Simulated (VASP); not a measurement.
The system is SiGe3.

```
Si Ge
1.0
    11.22978    0.00000    0.00000
     0.00000   11.22978    0.00000
     0.00000    0.00000   11.22978
Si Ge
16 48
Direct
  0.99416 0.00089 0.99825
  0.49967 0.00070 0.00179
  0.49915 0.49904 0.00101
  0.62086 0.62502 0.12735
  0.25102 0.25115 0.50263
  0.24856 0.75082 0.99946
  0.24667 0.74975 0.49878
  0.74949 0.24795 0.00235
  0.87795 0.37380 0.12527
  0.25031 0.99841 0.25021
  0.25048 0.99747 0.75048
  0.74682 0.49817 0.25114
  0.75017 0.49824 0.75172
  0.37514 0.62509 0.37324
  0.37363 0.62447 0.87355
  0.00043 0.25114 0.25039
  0.99773 0.00060 0.49970
  0.99928 0.49741 0.99932
  0.00179 0.50222 0.50331
  0.50047 0.00179 0.49741
  0.49889 0.50105 0.49914
  0.12452 0.12482 0.12342
  0.12314 0.12364 0.62513
  0.12609 0.62486 0.12540
  0.12233 0.62295 0.62486
  0.62268 0.12638 0.12823
  0.62637 0.12570 0.62262
  0.62498 0.62623 0.62514
  0.25305 0.25096 0.99883
  0.75266 0.25004 0.49984
  0.75286 0.75079 0.99970
  0.74936 0.75161 0.50098
  0.37818 0.37512 0.12447
  0.37574 0.37539 0.62477
  0.37462 0.87396 0.12688
  0.37698 0.87294 0.62563
  0.87524 0.37310 0.62246
  0.88022 0.87658 0.12632
  0.87809 0.87524 0.62468
  0.25103 0.49975 0.24747
  0.25079 0.50138 0.75193
  0.75062 0.99903 0.24986
  0.75327 0.00212 0.75118
  0.37427 0.12221 0.37243
  0.37407 0.12678 0.87282
  0.87335 0.12436 0.37462
  0.87359 0.12488 0.87438
  0.87297 0.62269 0.37318
  0.87610 0.62550 0.87450
  0.99910 0.24631 0.75006
  0.99874 0.74865 0.25165
  0.00291 0.75017 0.75248
  0.49690 0.25234 0.24765
  0.49822 0.24946 0.74516
  0.49924 0.74738 0.25054
  0.49651 0.75000 0.74941
  0.12623 0.37496 0.37698
  0.12360 0.37657 0.87489
  0.12194 0.87425 0.37525
  0.12585 0.87516 0.87794
  0.62560 0.37820 0.37486
  0.62211 0.37665 0.87718
  0.62389 0.87452 0.37617
  0.62272 0.87409 0.87476
```

| Property | Result |
| --- | --- |
| Program | VASP 6.6.1 |
| Task | relaxation of volume and atoms at fixed shape |
| Functional | PBEsol |
| Potentials or basis | VASP PAW PBE potentials, release 64 (Si, Ge_d) |
| Cutoff | 550 eV |
| k mesh | 1 × 1 × 1, shifted |
| Occupations | fermi-dirac, width 0.05 eV |
| Spin | no spin polarisation |

At the start: pressure -0.3 GPa; volume 22.13 Å³/atom.

How do energy, volume and symmetry change on relaxing?

Over 13 steps the energy falls by 13.5 meV/atom and the volume is 22.00 Å³/atom (-0.6 %); space group P1 (No. 1, to 0.1 Å) before and after.

Step by step:
```csv
step,energy change (eV),largest force (eV/Å),pressure (GPa),volume (Å³)
1,0.0000,1.0744,-0.27,1416.17
2,-0.6720,0.3347,0.01,1408.41
3,-0.7100,0.4544,0.13,1406.04
4,-0.8098,0.1805,-0.04,1408.95
5,-0.8285,0.1906,-0.13,1410.83
6,-0.8498,0.0912,0.07,1406.96
7,-0.8514,0.0794,0.16,1405.36
8,-0.8575,0.0570,-0.07,1409.46
9,-0.8575,0.0572,-0.06,1409.43
10,-0.8601,0.0312,-0.01,1408.34
11,-0.8603,0.0477,0.04,1407.54
12,-0.8604,0.0382,0.03,1407.78
13,-0.8621,0.0251,0.01,1408.23
```

Final structure:
```xyz
64
Lattice="11.2088 0.0000 0.0000 0.0000 11.2088 0.0000 0.0000 0.0000 11.2088" Properties=species:S:1:pos:R:3 pbc="T T T"
Si    0.0077    0.0054    0.0035
Si    5.5853   11.2062    0.0035
Si    5.6120    5.6519   11.2083
Si    6.9971    6.9604    1.4032
Si    2.7871    2.7874    5.5994
Si    2.8201    8.3973   11.1950
Si    2.8198    8.3954    5.5733
Si    8.4179    2.8315    0.0337
Si    9.7843    4.1831    1.4257
Si    2.7869   11.1985    2.7855
Si    2.8003   11.1918    8.4050
Si    8.3901    5.5819    2.7385
Si    8.3943    5.5896    8.4202
Si    4.1896    7.0341    4.2184
Si    4.2116    7.0162    9.8641
Si   11.1890    2.8207    2.7727
Ge    0.0227    0.0098    5.5934
Ge   11.1739    5.5722    0.0296
Ge   11.2059    5.5977    5.6025
Ge    5.5716   11.2033    5.6009
Ge    5.5793    5.6350    5.5815
Ge    1.3742    1.3887    1.4221
Ge    1.4442    1.3974    7.0198
Ge    1.4248    7.0146    1.3781
Ge    1.4359    7.0311    6.9848
Ge    6.9942    1.4051    1.3565
Ge    7.0085    1.4051    6.9930
Ge    7.0063    6.9798    7.0479
Ge    2.8071    2.7881    0.0054
Ge    8.4120    2.8253    5.5855
Ge    8.3706    8.3774    0.0271
Ge    8.4006    8.3877    5.6109
Ge    4.2315    4.2413    1.3739
Ge    4.1816    4.1884    6.9795
Ge    4.1863    9.8157    1.3861
Ge    4.1557    9.7820    7.0084
Ge    9.7905    4.2211    7.0374
Ge    9.8294    9.8169    1.3747
Ge    9.8193    9.8115    7.0113
Ge    2.8269    5.6213    2.8246
Ge    2.8332    5.6331    8.4383
Ge    8.4053    0.0037    2.7837
Ge    8.3999    0.0026    8.4310
Ge    4.1478    1.3991    4.1837
Ge    4.2029    1.3546    9.7975
Ge    9.8319    1.4319    4.1733
Ge    9.8057    1.4144    9.8690
Ge    9.7728    6.9655    4.1571
Ge    9.7761    6.9780    9.7989
Ge   11.2084    2.7900    8.4179
Ge    0.0087    8.4041    2.7941
Ge    0.0174    8.4097    8.4262
Ge    5.5959    2.8067    2.7894
Ge    5.6135    2.8091    8.4175
Ge    5.5921    8.3591    2.7862
Ge    5.5682    8.3842    8.4422
Ge    1.3947    4.1599    4.1948
Ge    1.3983    4.2047    9.8167
Ge    1.4468    9.8009    4.1987
Ge    1.4325    9.8345    9.8407
Ge    7.0106    4.2405    4.1683
Ge    7.0248    4.2364    9.8503
Ge    6.9915    9.7950    4.1938
Ge    6.9684    9.8152    9.8442
```

Caveat: the PAW data sets were made with another functional, which shifts forces and pressure a little.
